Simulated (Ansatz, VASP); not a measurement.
**One calculation of Sn, two programs**

```
Sn
1.0
     4.70646    0.00000    0.00000
     0.00000    6.65595    0.00000
     0.00000    0.00000   18.35320
Sn
4
Direct
  0.00000 0.37249 0.43877
  0.50000 0.12751 0.43877
  0.50000 0.87249 0.56123
  0.00000 0.62751 0.56123
```

Alike in both runs: functional PBE; k mesh 7 × 5 × 1; occupations fermi-dirac, width 0.02 eV; no spin polarisation.

Ansatz relaxed the structure, and its values are those at the end. VASP's run is a single point on that final structure, the one shown.

|  | VASP | Ansatz |
| --- | --- | --- |
| version | VASP 6.6.1 | Ansatz 0.2.0 |
| potentials or method | VASP PAW PBE potentials, release 64 (Sn_d) | PAW with Ansatz's default frozen-core files, scalar-relativistic |
| plane-wave cutoff (eV) | 400 | 420 |
| valence electrons in the cell | 56 | 56 |

```tsv
	VASP	Ansatz	Ansatz less VASP
rms of the force components (eV/Å)	0.006	0.006	+0.0001
```

The functional is the same, so the differences come from potentials, cutoffs and numerics. Ansatz's warnings: stress scf threshold loose.
